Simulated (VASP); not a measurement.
# Ge3Pd (Pm-3m) in VASP: a series of runs

Ge3Pd is run at these levels: PBE; tasks: single point.

Program: VASP 6.6.1. These are calculated values, not measurements. Logs are shortened: lines on timing, memory, paths and dates and some standing lists are left out, and cuts for length are marked.

## 1. The cell of the first run

Symmetry: Pm-3m, No. 221, cubic system. The conventional cell has a = 4.086 Å, b = 4.086 Å, c = 4.086 Å, α = 90.00°, β = 90.00°, γ = 90.00°. Pd (site symmetry m-3m) has 12 Ge at 2.89 Å within 3.8 Å. Ge (site symmetry 4/mmm) has 4 Pd at 2.89 Å and 8 Ge at 2.89 Å within 3.8 Å.

## 2. Single point, PBE

The input, INCAR:

```
ALGO = Normal
EDIFF = 1E-6
ENCUT = 520
GGA = PE
ISIF = 2
ISMEAR = -1
LASPH = True
LCHARG = False
LREAL = False
LWAVE = False
NBANDS = 34
NELM = 60
PREC = Accurate
SIGMA = 0.05
```

The input, KPOINTS:

```
k-points
0
Gamma
  7 7 7
```

The input, POSCAR:

```
Ge3Pd
1.0
    4.0860428539      0.0000000000      0.0000000000
    0.0000000000      4.0860428539      0.0000000000
    0.0000000000      0.0000000000      4.0860428539
Pd Ge
1 3
Direct
    0.0000000000      0.0000000000      0.0000000000
    0.5000000000      0.5000000000      0.0000000000
    0.5000000000      0.0000000000      0.5000000000
    0.0000000000      0.5000000000      0.5000000000
```

Potentials or basis: VASP PAW PBE potentials, release 64 (Pd, Ge_d).

Launch:

```bash
$ cat potpaw_PBE.64/Pd/POTCAR potpaw_PBE.64/Ge_d/POTCAR > POTCAR
$ mpirun -np 1 vasp_std > vasp.out
```

OUTCAR:

```text
EDIFF = 1E-6
   ENCUT = 520
   GGA = PE
   ISIF = 2
   ISMEAR = -1
   LASPH = True
   LREAL = False
   NELM = 60
   PREC = Accurate

 ion  position               nearest neighbor table
   1  0.000  0.000  0.000-   2 2.89   3 2.89   4 2.89   3 2.89   4 2.89   2 2.89   4 2.89   4 2.89
                             2 2.89   3 2.89   3 2.89   2 2.89
   2  0.500  0.500  0.000-   1 2.89   3 2.89   4 2.89   3 2.89   4 2.89   1 2.89   3 2.89   3 2.89
                             1 2.89   4 2.89   4 2.89   1 2.89
   3  0.500  0.000  0.500-   1 2.89   2 2.89   4 2.89   1 2.89   2 2.89   2 2.89   4 2.89   2 2.89
                             1 2.89   4 2.89   1 2.89   4 2.89
   4  0.000  0.500  0.500-   1 2.89   2 2.89   3 2.89   1 2.89   2 2.89   1 2.89   3 2.89   1 2.89
                             2 2.89   3 2.89   2 2.89   3 2.89

  LATTYP: Found a simple cubic cell.
 ALAT       =     4.0860428539

  Lattice vectors:

 A1 = (   4.0860428539,   0.0000000000,   0.0000000000)
 A2 = (   0.0000000000,   4.0860428539,   0.0000000000)
 A3 = (   0.0000000000,   0.0000000000,   4.0860428539)

Analysis of symmetry for initial positions (statically):
=====================================================================
 Subroutine PRICEL returns:
 Original cell was already a primitive cell.

 Routine SETGRP: Setting up the symmetry group for a
 simple cubic supercell.

 Subroutine GETGRP returns: Found 48 space group operations
 (whereof 48 operations were pure point group operations)
 out of a pool of 48 trial point group operations.

The static configuration has the point symmetry O_h .

Analysis of symmetry for dynamics (positions and initial velocities):
=====================================================================
 Subroutine PRICEL returns:
 Original cell was already a primitive cell.

 Routine SETGRP: Setting up the symmetry group for a
 simple cubic supercell.

 Subroutine GETGRP returns: Found 48 space group operations
 (whereof 48 operations were pure point group operations)
 out of a pool of 48 trial point group operations.

The dynamic configuration has the point symmetry O_h .

 Subroutine INISYM returns: Found 48 space group operations
 (whereof 48 operations are pure point group operations),
 and found     1 'primitive' translations

----------------------------------------------------------------------------------------

                                     Primitive cell

  volume of cell :      68.2195

[... 86 lines left out ...]
   NELM   =     60;   NELMIN=  2; NELMDL= -5     # of ELM steps
   EDIFF  = 0.1E-05   stopping-criterion for ELM
   LREAL  =      F    real-space projection
   EDIFFG = 0.1E-04   stopping-criterion for IOM
   NSW    =      0    number of steps for IOM
   IBRION =     -1    ionic relax: 0-MD 1-quasi-New 2-CG
   NFREE  =      0    steps in history (QN), initial steepest desc. (CG)
   ISIF   =      2    stress and relaxation
   ISYM   =      2    0-nonsym 1-usesym 2-fastsym
   POTIM  = 0.5000    time-step for ionic-motion
   TEBEG  =    0.0;   TEEND  =   0.0 temperature during run
   PSTRESS=    0.0 pullay stress
   NELECT =      52.0000    total number of electrons
   NUPDOWN=      -1.0000    fix difference up-down
   EMIN   =  10.00;   EMAX   =-10.00  energy-range for DOS
   EFERMI =   0.00;   METHOD = LEGACY
   ISMEAR =    -1;   SIGMA  =   0.05  broadening in eV -4-tet -1-fermi 0-gaus
   EFERMI_NEDOS =   21; number of points for ismear=-14 and -15
   IALGO  =     38    algorithm
   IMIX   =      4    mixing-type and parameters
     AMIX     =   0.40;   BMIX     =  1.00
     AMIX_MAG =   1.60;   BMIX_MAG =  1.00
  volume/ion in A,a.u.               =      17.05       115.09
  Fermi-wavevector in a.u.,A,eV,Ry     =   1.495454  2.825998 30.427829  2.236382
  Thomas-Fermi vector in A             =   2.607597
   LORBIT       =      0    0 simple, 1 ext, 2 COOP (PROOUT), +10 PAW based schemes
   GGA     = PE    functional components
   LHFCALC =     F    Hartree Fock is set to
   AEXX    =    0.0000 exact exchange contribution
   IVDW    =     0    specifies the selected vdW correction
   LEPSILON=     F    determine dielectric tensor
   LRPA    =     F    only Hartree local field effects (RPA)
 non-spin polarized calculation
  energy-cutoff  :      520.00
  volume of cell :       68.22
 maximum number of plane-waves:      1850
   NGX = 15   NGY = 15   NGZ = 15

 number of electron      51.9999965 magnetization

 Free energy of the ion-electron system (eV)
  ---------------------------------------------------
  ext. energy  EPLUGINS =         0.00000000
  ---------------------------------------------------
  free energy    TOTEN  =       -18.44623554 eV

  energy without entropy =      -18.43136124  energy(sigma->0) =      -18.43879839

 E-fermi :   8.0861     XC(G=0): -11.9246

 val. band max:        8.0643324267   @ k =   0.4286   0.4286   0.0000
 cond. band min:       8.1716651753   @ k =   0.4286   0.0000   0.0000
 fundamental gap:      0.1073327486
 Fermi energy:         8.0861465601

 k-point     1 :       0.0000    0.0000    0.0000
  band No.  band energies     occupation
      1     -16.7517      2.00000
      2     -16.7517      2.00000
      3     -16.7517      2.00000
      4     -16.7392      2.00000
      5     -16.6836      2.00000
      6     -16.6836      2.00000
[... 729 lines left out ...]
     33      15.8526      0.00000
     34      19.9750      0.00000

------------------------ aborting loop because EDIFF is reached ----------------------------------------

  FORCE on cell =-STRESS in cart. coord.  units (eV):
  Direction    XX          YY          ZZ          XY          YZ          ZX
  --------------------------------------------------------------------------------------
  -------------------------------------------------------------------------------------
  Total        1.7113429      1.7113429      1.7113429      0.0000000      0.0000000     -0.0000000
  in kB       40.1919302     40.1919302     40.1919302      0.0000000      0.0000000     -0.0000000
  external PRESSURE =      40.1919302 kB  Pullay stress =       0.0000000 kB

 VOLUME and BASIS-vectors are now :
 -----------------------------------------------------------------------------
  energy-cutoff  :      520.00
  volume of cell :       68.22
      direct lattice vectors                 reciprocal lattice vectors
     4.086042854  0.000000000  0.000000000     0.244735563  0.000000000  0.000000000
     0.000000000  4.086042854  0.000000000     0.000000000  0.244735563  0.000000000
     0.000000000  0.000000000  4.086042854     0.000000000  0.000000000  0.244735563

 POSITION                                       TOTAL-FORCE (eV/Angst)
 -----------------------------------------------------------------------------------
      0.00000      0.00000      0.00000         0.000000      0.000000      0.000000
      2.04302      2.04302      0.00000         0.000000      0.000000      0.000000
      2.04302      0.00000      2.04302         0.000000      0.000000      0.000000
      0.00000      2.04302      2.04302         0.000000      0.000000      0.000000
 -----------------------------------------------------------------------------------
    total drift:                                0.000000      0.000000     -0.000000

  FREE ENERGIE OF THE ION-ELECTRON SYSTEM (eV)
  ---------------------------------------------------
  free  energy   TOTEN  =       -18.4462355426 eV

  energy  without entropy=      -18.4313612399  energy(sigma->0) =      -18.43879839
```

stdout:

```text
POSCAR found type information on POSCAR PdGe
 POSCAR found :  2 types and       4 ions
 scaLAPACK will be used
 LDA part: xc-table for (Slater+PW92), standard interpolation
 POSCAR, INCAR and KPOINTS ok, starting setup
 FFT: planning ... GRIDC
 FFT: planning ... GRID_SOFT
 FFT: planning ... GRID
 WAVECAR not read
 entering main loop
```

Wall time 22 s (1 thread of Intel Xeon 6975P-C (Granite Rapids), shared host); peak memory 0.18 GiB.

What came out:

| Property | Result |
| --- | --- |
| Free energy | -18.4462 eV |
| Pressure | 4.0 GPa |
| Band gap on the k mesh | zero (bands 26 and 27 overlap by 1.66 eV) |

Caveat: the cell stands under pressure.

## 3. Single point, PBE

This run uses another cell than the first one, of 17.41 Å³/atom.

The input, INCAR:

```
PREC = Accurate
ENCUT = 520
EDIFF = 1E-6
ISMEAR = -1
SIGMA = 0.05
LREAL = False
LASPH = True
NELM = 100
ALGO = Normal
ISIF = 2
LWAVE = False
LCHARG = False
GGA = PE
NBANDS = 34
```

The input, KPOINTS:

```
Automatic mesh
0
Gamma
  7 7 7
```

The input, POSCAR:

```
Ge3Pd
1.0
    4.1142233503      0.0000000000      0.0000000000
    0.0000000000      4.1142233503      0.0000000000
    0.0000000000      0.0000000000      4.1142233503
Pd Ge
1 3
Direct
    0.0000000000      0.0000000000      0.0000000000
    0.5000000000      0.5000000000      0.0000000000
    0.5000000000      0.0000000000      0.5000000000
    0.0000000000      0.5000000000      0.5000000000
```

Potentials or basis: VASP PAW PBE potentials, release 64 (Pd, Ge_d).

Launch:

```bash
$ cat potpaw_PBE.64/Pd/POTCAR potpaw_PBE.64/Ge_d/POTCAR > POTCAR
$ mpirun -np 1 vasp_std > vasp.out
```

It took 16 s on 1 thread of Intel Xeon 6975P-C (Granite Rapids), shared host; peak memory 0.19 GiB.

The run converged. Its results:

- Free energy: -18.4715 eV
- Pressure: 1.7 GPa
- Band gap on the k mesh: zero (bands 26 and 27 overlap by 1.60 eV)

Levels at points of the mesh, in eV from the Fermi level:
```
           k point  band 24  band 25  band 26  band 27  band 28  band 29
(0.00, 0.00, 0.00)    -2.74    -1.57    -1.57     0.83     3.00     3.00
```

## 4. Single point, PBE

This run uses another cell than the first one, of 18.12 Å³/atom.

The input, INCAR:

```
PREC     = Accurate       # precision mode
ENCUT    = 520            # plane-wave cutoff, eV
EDIFF    = 1E-6           # SCF threshold, eV
ISMEAR   = -1             # smearing method
SIGMA    = 0.05           # smearing width, eV
LREAL    = False          # projectors in reciprocal space
LASPH    = True           # aspherical terms in the spheres
NELM     = 60             # most SCF steps
ALGO     = Normal         # electronic algorithm
ISIF     = 2              # what is computed and relaxed
LWAVE    = False          # write WAVECAR
LCHARG   = False          # write CHGCAR
GGA      = PE             # functional
NBANDS   = 34             # bands
```

KPOINTS is that of step 3.

The input, POSCAR:

```
Ge3Pd
1.0
    4.1694544153      0.0000000000      0.0000000000
    0.0000000000      4.1694544153      0.0000000000
    0.0000000000      0.0000000000      4.1694544153
Pd Ge
1 3
Direct
    0.0000000000      0.0000000000      0.0000000000
    0.5000000000      0.5000000000      0.0000000000
    0.5000000000      0.0000000000      0.5000000000
    0.0000000000      0.5000000000      0.5000000000
```

Launch:

```bash
$ cat potpaw_PBE.64/Pd/POTCAR potpaw_PBE.64/Ge_d/POTCAR > POTCAR
$ mpirun -np 1 vasp_std > vasp.out
```

It took 15 s on 1 thread of Intel Xeon 6975P-C (Granite Rapids), shared host; peak memory 0.19 GiB.

It converged, with:

| Property | Result |
| --- | --- |
| Free energy | -18.4722 eV |
| Pressure | -1.6 GPa |
| Band gap on the k mesh | zero (bands 26 and 27 overlap by 1.49 eV) |

Levels at points of the mesh, in eV from the Fermi level:
| k point | band 22 | band 23 | band 24 | band 25 | band 26 | band 27 | band 28 | band 29 | band 30 | band 31 |
| --- | --- | --- | --- | --- | --- | --- | --- | --- | --- | --- |
| (0.00, 0.00, 0.00) | -2.56 | -2.56 | -2.56 | -1.57 | -1.57 | 0.89 | 2.96 | 2.96 | 2.96 | 5.55 |

## 5. Single point, PBE

This run uses another cell than the first one, of 18.48 Å³/atom.

The input, INCAR:

```
SYSTEM = Ge3Pd
  ALGO = Normal
  EDIFF = 1E-6
  ENCUT = 520
  GGA = PE
  ISIF = 2
  ISMEAR = -1
  LASPH = .TRUE.
  LCHARG = .FALSE.
  LREAL = .FALSE.
  LWAVE = .FALSE.
  NBANDS = 34
  NELM = 60
  PREC = Accurate
  SIGMA = 0.05
```

The input, KPOINTS:

```
k-points
0
G
  7 7 7
  0 0 0
```

The input, POSCAR:

```
Ge3Pd
1.0
    4.1965295533      0.0000000000      0.0000000000
    0.0000000000      4.1965295533      0.0000000000
    0.0000000000      0.0000000000      4.1965295533
Pd Ge
1 3
Direct
    0.0000000000      0.0000000000      0.0000000000
    0.5000000000      0.5000000000      0.0000000000
    0.5000000000      0.0000000000      0.5000000000
    0.0000000000      0.5000000000      0.5000000000
```

Launch:

```bash
$ cat potpaw_PBE.64/Pd/POTCAR potpaw_PBE.64/Ge_d/POTCAR > POTCAR
$ mpirun -np 1 vasp_std > vasp.out
```

Wall time 15 s (1 thread of Intel Xeon 6975P-C (Granite Rapids), shared host); peak memory 0.2 GiB.

Results (log left out):

* Free energy: -18.4513 eV
* Pressure: -3.1 GPa
* Band gap on the k mesh: zero (bands 26 and 27 overlap by 1.48 eV)

Levels at points of the mesh, in eV from the Fermi level:
```
           k point  band 24  band 25  band 26  band 27  band 28  band 29
(0.00, 0.00, 0.00)    -2.48    -1.56    -1.56     0.93     2.95     2.95
```

Caveat: the cell stands under tension.

## 6. Overview

| cell | gap on the mesh (eV) | pressure (GPa) |
| --- | --- | --- |
| a = 4.086 Å, 4 atoms | none | 4.0 |
| a = 4.114 Å, 4 atoms | none | 1.7 |
| a = 4.169 Å, 4 atoms | none | -1.6 |
| a = 4.197 Å, 4 atoms | none | -3.1 |

Alike in all rows: task single point; level PBE; potentials or basis VASP PAW PBE potentials, release 64 (Pd, Ge_d); no spin polarisation; k mesh 7 × 7 × 7; cutoff (eV) 520; smearing fermi-dirac 0.05 eV.

Caveats: the cell stands under pressure (at least some runs); the cell stands under tension (at least some runs).

Total energies depend on the potentials used, so only differences within one code and one set of settings carry meaning.
